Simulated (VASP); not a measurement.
# GaAs (F-43m) in VASP: further runs

GaAs is run at these levels: LDA; tasks: relaxation of cell and atoms.

Program: VASP 6.6.1. These are calculated values, not measurements. Logs are shortened: lines on timing, memory, paths and dates and some standing lists are left out, and cuts for length are marked.

## (1) The cell of the first run

It takes space group F-43m (No. 216, cubic). Conventional cell: a = 5.603 Å, b = 5.603 Å, c = 5.603 Å, α = 90.00°, β = 90.00°, γ = 90.00°. Ga (site symmetry -43m) has 4 As at 2.43 Å within 3.2 Å. As (site symmetry -43m) has 4 Ga at 2.43 Å within 3.2 Å.

## (2) Relaxation of cell and atoms, LDA, target pressure 2 GPa, at which the enthalpy is minimised

INCAR reads:

```
SYSTEM = GaAs
PREC = Accurate ; ENCUT = 500
EDIFF = 1E-7 ; ISMEAR = 0
SIGMA = 0.01 ; LREAL = .False.
LASPH = .True. ; NELM = 120
ALGO = Normal ; ISIF = 3
LWAVE = .False. ; LCHARG = .False.
GGA = CA ; IBRION = 2
NSW = 100 ; EDIFFG = -0.002
PSTRESS = 20.0 ; GGA_COMPAT = .False.
NELMIN = 4
```

KPOINTS reads:

```
Automatic mesh
0
Gamma
  8 8 8
  0 0 0
```

POSCAR reads:

```
GaAs
1.0
    2.8014470115      2.8014470115      0.0000000000
   -2.8014470115      2.8014470115      0.0000000000
    0.0000000000      2.8014470115      2.8014470115
Ga As
1 1
Direct
    0.0000000000      0.0000000000      0.0000000000
    0.7500000000      0.2500000000      0.5000000000
```

Potentials or basis: VASP PAW LDA potentials, release 64 (Ga_d, As).

Command:

```bash
$ cat potpaw_LDA.64/Ga_d/POTCAR potpaw_LDA.64/As/POTCAR > POTCAR
$ mpirun -np 1 vasp_std > vasp.out
```

OUTCAR:

```text
SYSTEM = GaAs
   PREC = Accurate
   ENCUT = 500
   EDIFF = 1E-7
   ISMEAR = 0
   LREAL = .False.
   LASPH = .True.
   NELM = 120
   ISIF = 3
   GGA = CA
   IBRION = 2
   NSW = 100
   EDIFFG = -0.002
   PSTRESS = 20.0
   NELMIN = 4

 ion  position               nearest neighbor table
   1  0.000  0.000  0.000-   2 2.43   2 2.43   2 2.43   2 2.43
   2  0.750  0.250  0.500-   1 2.43   1 2.43   1 2.43   1 2.43

  LATTYP: Found a face centered cubic cell.
 ALAT       =     5.6028940230

  Lattice vectors:

 A1 = (   0.0000000000,   2.8014470115,   2.8014470115)
 A2 = (   2.8014470115,   0.0000000000,   2.8014470115)
 A3 = (   2.8014470115,   2.8014470115,   0.0000000000)

Analysis of symmetry for initial positions (statically):
=====================================================================
 Subroutine PRICEL returns:
 Original cell was already a primitive cell.

 Routine SETGRP: Setting up the symmetry group for a
 face centered cubic supercell.

 Subroutine GETGRP returns: Found 24 space group operations
 (whereof 24 operations were pure point group operations)
 out of a pool of 48 trial point group operations.

The static configuration has the point symmetry T_d .

Analysis of symmetry for dynamics (positions and initial velocities):
=====================================================================
 Subroutine PRICEL returns:
 Original cell was already a primitive cell.

 Routine SETGRP: Setting up the symmetry group for a
 face centered cubic supercell.

 Subroutine GETGRP returns: Found 24 space group operations
 (whereof 24 operations were pure point group operations)
 out of a pool of 48 trial point group operations.

The dynamic configuration has the point symmetry T_d .

 Subroutine INISYM returns: Found 24 space group operations
 (whereof 24 operations are pure point group operations),
 and found     1 'primitive' translations

----------------------------------------------------------------------------------------

                                     Primitive cell

  volume of cell :      43.9721

  direct lattice vectors                    reciprocal lattice vectors
     2.801447012  2.801447012  0.000000000     0.178479192  0.178479192 -0.178479192
    -2.801447012  2.801447012  0.000000000    -0.178479192  0.178479192 -0.178479192
     0.000000000  2.801447012  2.801447012     0.000000000  0.000000000  0.356958385

  length of vectors
     3.961844358  3.961844358  3.961844358     0.309135029  0.309135029  0.356958385

  position of ions in fractional coordinates (direct lattice)
     0.000000000  0.000000000  0.000000000
     0.750000000  0.250000000  0.500000000

  ion indices of the primitive-cell ions
   primitive index   ion index
                 1           1
                 2           2

----------------------------------------------------------------------------------------

 KPOINTS: Automatic mesh

Automatic generation of k-mesh.
 Grid dimensions read from file:
 generate k-points for:    8    8    8

 Generating k-lattice:

  Cartesian coordinates                     Fractional coordinates (reciprocal lattice)
     0.022309899  0.022309899 -0.022309899     0.125000000  0.000000000  0.000000000
    -0.022309899  0.022309899 -0.022309899     0.000000000  0.125000000  0.000000000
     0.000000000  0.000000000  0.044619798     0.000000000  0.000000000  0.125000000

  Length of vectors
     0.038641879  0.038641879  0.044619798

  Shift w.r.t. Gamma in fractional coordinates (k-lattice)
     0.000000000  0.000000000  0.000000000

 Subroutine IBZKPT returns following result:
 ===========================================

 Found     29 irreducible k-points:

 Following reciprocal coordinates:
            Coordinates               Weight
  0.000000  0.000000  0.000000      1.000000
  0.125000  0.000000  0.000000      8.000000
  0.250000  0.000000  0.000000      8.000000
  0.375000  0.000000  0.000000      8.000000
  0.500000  0.000000  0.000000      4.000000
  0.125000  0.125000  0.000000     12.000000
[... 16 lines left out ...]
  0.375000  0.250000  0.125000     48.000000
  0.500000  0.250000  0.125000     24.000000
 [... further k-points ...]
   k-points           NKPTS =     29   k-points in BZ     NKDIM =     29   number of bands    NBANDS=     13
   number of dos      NEDOS =    301   number of ions     NIONS =      2
   total plane-waves  NPLWV =  27000
   dimension x,y,z NGX =    30 NGY =   30 NGZ =   30
   dimension x,y,z NGXF=    60 NGYF=   60 NGZF=   60
   ions per type =               1   1
   NGX,Y,Z   is equivalent  to a cutoff of  12.59, 12.59, 12.59 a.u.
   NGXF,Y,Z  is equivalent  to a cutoff of  25.18, 25.18, 25.18 a.u.
 SYSTEM =  GaAs
   PREC   = accura    normal or accurate (medium, high low for compatibility)
   ISTART =      0    job   : 0-new  1-cont  2-samecut
   ICHARG =      2    charge: 1-file 2-atom 10-const
   ISPIN  =      1    spin polarized calculation?
   LNONCOLLINEAR =      F non collinear calculations
   LSORBIT =      F    spin-orbit coupling
   LASPH  =      T    aspherical Exc in radial PAW
   ENCUT  =  500.0 eV  36.75 Ry    6.06 a.u.   7.22  7.22  7.22*2*pi/ulx,y,z
   NELM   =    120;   NELMIN=  4; NELMDL= -5     # of ELM steps
   EDIFF  = 0.1E-06   stopping-criterion for ELM
   LREAL  =      F    real-space projection
   EDIFFG = -.2E-02   stopping-criterion for IOM
   NSW    =    100    number of steps for IOM
   IBRION =      2    ionic relax: 0-MD 1-quasi-New 2-CG
   NFREE  =      1    steps in history (QN), initial steepest desc. (CG)
   ISIF   =      3    stress and relaxation
   ISYM   =      2    0-nonsym 1-usesym 2-fastsym
   POTIM  = 0.5000    time-step for ionic-motion
   TEBEG  =    0.0;   TEEND  =   0.0 temperature during run
   PSTRESS=   20.0 pullay stress
   NELECT =      18.0000    total number of electrons
   NUPDOWN=      -1.0000    fix difference up-down
   EMIN   =  10.00;   EMAX   =-10.00  energy-range for DOS
   EFERMI =   0.00;   METHOD = LEGACY
   ISMEAR =     0;   SIGMA  =   0.01  broadening in eV -4-tet -1-fermi 0-gaus
   EFERMI_NEDOS =   21; number of points for ismear=-14 and -15
   IALGO  =     38    algorithm
   IMIX   =      4    mixing-type and parameters
     AMIX     =   0.40;   BMIX     =  1.00
     AMIX_MAG =   1.60;   BMIX_MAG =  1.00
  volume/ion in A,a.u.               =      21.99       148.37
  Fermi-wavevector in a.u.,A,eV,Ry     =   1.215551  2.297059 20.103488  1.477565
  Thomas-Fermi vector in A             =   2.350934
   LORBIT       =      0    0 simple, 1 ext, 2 COOP (PROOUT), +10 PAW based schemes
   GGA     = CA    functional components
   LHFCALC =     F    Hartree Fock is set to
   AEXX    =    0.0000 exact exchange contribution
   IVDW    =     0    specifies the selected vdW correction
   LEPSILON=     F    determine dielectric tensor
   LRPA    =     F    only Hartree local field effects (RPA)
 conjugate gradient relaxation of ions
 non-spin polarized calculation
 Gauss-broadening in eV      SIGMA  =   0.01
  energy-cutoff  :      500.00
  volume of cell :       43.97
 maximum number of plane-waves:      1139
 NGX is ok and might be reduce to    30
   NGX = 15   NGY = 15   NGZ = 15

--------------------------------------- Ionic step        1  -------------------------------------------

 number of electron      18.0000013 magnetization

 Free energy of the ion-electron system (eV)
  ---------------------------------------------------
  ext. energy  EPLUGINS =         0.00000000
  ---------------------------------------------------
  free energy    TOTEN  =        -9.63678396 eV

  energy without entropy =       -9.63678396  energy(sigma->0) =       -9.63678396

------------------------ aborting loop because EDIFF is reached ----------------------------------------

  FORCE on cell =-STRESS in cart. coord.  units (eV):
  Direction    XX          YY          ZZ          XY          YZ          ZX
  --------------------------------------------------------------------------------------
  -------------------------------------------------------------------------------------
  Total        0.0847670      0.0847670      0.0847670      0.0000000     -0.0000000     -0.0000000
  in kB        3.0885886      3.0885886      3.0885886      0.0000000     -0.0000000     -0.0000000
  external PRESSURE =     -16.9114114 kB  Pullay stress =      20.0000000 kB

 VOLUME and BASIS-vectors are now :
 -----------------------------------------------------------------------------
  energy-cutoff  :      500.00
  volume of cell :       43.97
      direct lattice vectors                 reciprocal lattice vectors
     2.801447012  2.801447012  0.000000000     0.178479192  0.178479192 -0.178479192
    -2.801447012  2.801447012  0.000000000    -0.178479192  0.178479192 -0.178479192
     0.000000000  2.801447012  2.801447012     0.000000000  0.000000000  0.356958385
[... 46 lines left out ...]
  FREE ENERGIE OF THE ION-ELECTRON SYSTEM (eV)
  ---------------------------------------------------
  free  energy   TOTEN  =        -9.6217240005 eV

  energy  without entropy=       -9.6217240005  energy(sigma->0) =       -9.62172400

  enthalpy is  TOTEN    =        -9.0910500060 eV   P V=        0.5306739944

--------------------------------------- Ionic step        3  -------------------------------------------

 number of electron      18.0000014 magnetization

 Free energy of the ion-electron system (eV)
  ---------------------------------------------------
  ext. energy  EPLUGINS =         0.00000000
  ---------------------------------------------------
  free energy    TOTEN  =        -9.63024814 eV

  energy without entropy =       -9.63024814  energy(sigma->0) =       -9.63024814

 E-fermi :   4.3760     XC(G=0): -10.1264

 val. band max:        4.2757268853   @ k =   0.0000   0.0000   0.0000
 cond. band min:       4.9751866000   @ k =   0.0000   0.0000   0.0000
 fundamental gap:      0.6994597147
 Fermi energy:         4.3759921468

 k-point     1 :       0.0000    0.0000    0.0000
  band No.  band energies     occupation
      1     -10.7506      2.00000
      2     -10.7506      2.00000
      3     -10.7506      2.00000
      4     -10.6601      2.00000
      5     -10.6601      2.00000
      6      -8.8460      2.00000
      7       4.2757      2.00000
      8       4.2757      2.00000
      9       4.2757      2.00000
     10       4.9752      0.00000
     11       7.9585      0.00000
     12       7.9585      0.00000
     13       7.9585      0.00000

 k-point     2 :       0.1250    0.0000    0.0000
  band No.  band energies     occupation
      1     -10.7669      2.00000
      2     -10.7465      2.00000
      3     -10.7465      2.00000
      4     -10.6603      2.00000
      5     -10.6603      2.00000
      6      -8.6503      2.00000
      7       2.2750      2.00000
      8       4.0184      2.00000
      9       4.0184      2.00000
     10       5.9744      0.00000
     11       8.3295      0.00000
[... 339 lines left out ...]
 k-point    24 :       0.5000    0.2500    0.1250
  band No.  band energies     occupation
      1     -10.8526      2.00000
      2     -10.7221      2.00000
      3     -10.7131      2.00000
      4     -10.6655      2.00000
      5     -10.6562      2.00000
      6      -6.5568      2.00000
      7      -2.4973      2.00000
      8       0.8288      2.00000
      9       2.1885      2.00000
     10       7.3559      0.00000
     11       8.3353      0.00000
     12      10.7125      0.00000
     13      12.0689      0.00000

 [... further k-points ...]

------------------------ aborting loop because EDIFF is reached ----------------------------------------

  FORCE on cell =-STRESS in cart. coord.  units (eV):
  Direction    XX          YY          ZZ          XY          YZ          ZX
  --------------------------------------------------------------------------------------
  -------------------------------------------------------------------------------------
  Total        0.5393626      0.5393626      0.5393626      0.0000000     -0.0000000      0.0000000
  in kB       20.0731790     20.0731790     20.0731790      0.0000000     -0.0000000      0.0000000
  external PRESSURE =       0.0731790 kB  Pullay stress =      20.0000000 kB

 VOLUME and BASIS-vectors are now :
 -----------------------------------------------------------------------------
  energy-cutoff  :      500.00
  volume of cell :       43.05
      direct lattice vectors                 reciprocal lattice vectors
     2.781730739  2.781730739 -0.000000000     0.179744212  0.179744212 -0.179744212
    -2.781730739  2.781730739  0.000000000    -0.179744212  0.179744212 -0.179744212
    -0.000000000  2.781730739  2.781730739     0.000000000 -0.000000000  0.359488424

 POSITION                                       TOTAL-FORCE (eV/Angst)
 -----------------------------------------------------------------------------------
     -0.00000      2.78173      2.78173         0.000000      0.000000      0.000000
      1.39087      4.17260      1.39087        -0.000000      0.000000      0.000000
 -----------------------------------------------------------------------------------
    total drift:                               -0.000000      0.000000     -0.000000

  FREE ENERGIE OF THE ION-ELECTRON SYSTEM (eV)
  ---------------------------------------------------
  free  energy   TOTEN  =        -9.6302481356 eV

  energy  without entropy=       -9.6302481356  energy(sigma->0) =       -9.63024814

  enthalpy is  TOTEN    =        -9.0928518283 eV   P V=        0.5373963073

 reached required accuracy - stopping structural energy minimisation
```

It took 34 s on 1 thread of Intel Xeon Platinum 8259CL at 2.50GHz (Skylake/Cascade Lake), shared host; peak memory 0.16 GiB.

What came out:

* Free energy: -9.6302 eV
* Relaxed volume: 21.53 Å³/atom
* Relaxed cell: a = 3.934 Å, b = 3.934 Å, c = 3.934 Å, α = 60.00°, β = 60.00°, γ = 90.00°
* Space group after relaxing (to 0.1 Å): F-43m (No. 216)
* Energy change on relaxing (the run minimises the enthalpy): +3.3 meV/atom
* Ionic steps: 3
* Pressure after relaxing: 2.0 GPa
* Band gap on the k mesh: 0.70 eV

Step by step:
| step | energy change (eV) | largest force (eV/Å) | pressure (GPa) | volume (Å³) |
| --- | --- | --- | --- | --- |
| 1 | 0.0000 | 0.0000 | 0.31 | 43.97 |
| 2 | 0.0151 | 0.0000 | 3.08 | 42.51 |
| 3 | 0.0065 | 0.0000 | 2.01 | 43.05 |

Final structure:
```yaml
crystal:
  lattice:
    - [2.78173, 2.78173, 0.00000]
    - [-2.78173, 2.78173, 0.00000]
    - [0.00000, 2.78173, 2.78173]
  atoms:
    - { symbol: Ga, position: [0.00000, 0.00000, 0.00000] }
    - { symbol: As, position: [0.75000, 0.25000, 0.50000] }
```

Levels at points of the mesh, in eV from the valence-band top:
| k point | band 6 | band 7 | band 8 | band 9 | band 10 | band 11 | band 12 | band 13 |
| --- | --- | --- | --- | --- | --- | --- | --- | --- |
| (0.00, 0.00, 0.00) | -13.12 | 0.00 | 0.00 | 0.00 | 0.70 | 3.68 | 3.68 | 3.68 |
| (0.50, 0.00, 0.00) | -11.20 | -6.96 | -1.22 | -1.22 | 1.00 | 4.60 | 4.60 | 7.61 |
| (0.50, 0.50, 0.00) | -10.40 | -7.11 | -2.87 | -2.87 | 1.25 | 1.52 | 10.43 | 10.43 |

Caveat: the cell is relaxed towards a set pressure, so the run minimises the enthalpy, not the energy; semilocal functionals underestimate gaps, and a narrow one can read as zero. LDA usually gives volumes a few per cent too small.

(Part 1 of 3 ends here.)
